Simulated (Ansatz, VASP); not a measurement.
SnTe: VASP beside Ansatz

File INCAR:

```
SYSTEM = SnTe
  ALGO = Normal
  EDIFF = 1E-6
  ENCUT = 520
  GGA = PE
  ISIF = 2
  ISMEAR = -1
  LASPH = .TRUE.
  LCHARG = .TRUE.
  LELF = .TRUE.
  LREAL = .FALSE.
  LVHAR = .TRUE.
  LWAVE = .FALSE.
  NBANDS = 17
  NELM = 100
  PREC = Accurate
  SIGMA = 0.05
```

Contents of KPOINTS:

```
k-points
0
G
  13 13 13
  0 0 0
```

Contents of POSCAR:

```
SnTe
1.0
    3.4852916231      0.0000000000      0.0000000000
    0.0000000000      3.4852916231      0.0000000000
    0.0000000000      0.0000000000      3.4852916231
Sn Te
1 1
Direct
    0.0000000000      0.0000000000      0.0000000000
    0.5000000000      0.5000000000      0.5000000000
```

Input for Ansatz:

```yaml
crystal:
  lattice:
    - [3.4852916231, 0.0, 0.0]
    - [0.0, 3.4852916231, 0.0]
    - [0.0, 0.0, 3.4852916231]
  atoms:
    - { symbol: Sn, position: [0.0, 0.0, 0.0] }
    - { symbol: Te, position: [0.5, 0.5, 0.5] }
kpoints:
  mp_grid: { grid: [13, 13, 13] }
scf:
  occupations: { method: fermi_dirac, width: 0.05 }
hamiltonian:
  xc: pbe
  pseudopotentials: { kind: all_electron, lapw: { basis_error: 0.001 } }
output:
  forces: true
  stress: true
  eigenvalues: true
  populations: true
```

Change from the starting cell: volume scaled by 0.72, LAPW.

Alike in both runs: task single point; functional PBE; k mesh 13 × 13 × 13; occupations fermi-dirac, width 0.05 eV; no spin polarisation.

|  | VASP | Ansatz |
| --- | --- | --- |
| version | VASP 6.6.1 | Ansatz 0.2.0 |
| potentials or method | VASP PAW PBE potentials, release 64 (Sn_d, Te), cutoff 520 eV | all-electron LAPW, scalar-relativistic |

```tsv
	VASP	Ansatz	Ansatz less VASP
pressure (GPa)	29.7	29.7	-0.01
```

Both programs put the cell under a high pressure, so it lies far from rest at this level. Ansatz ran all-electron here, and VASP with PAW potentials.

Neither program's run includes spin-orbit coupling.
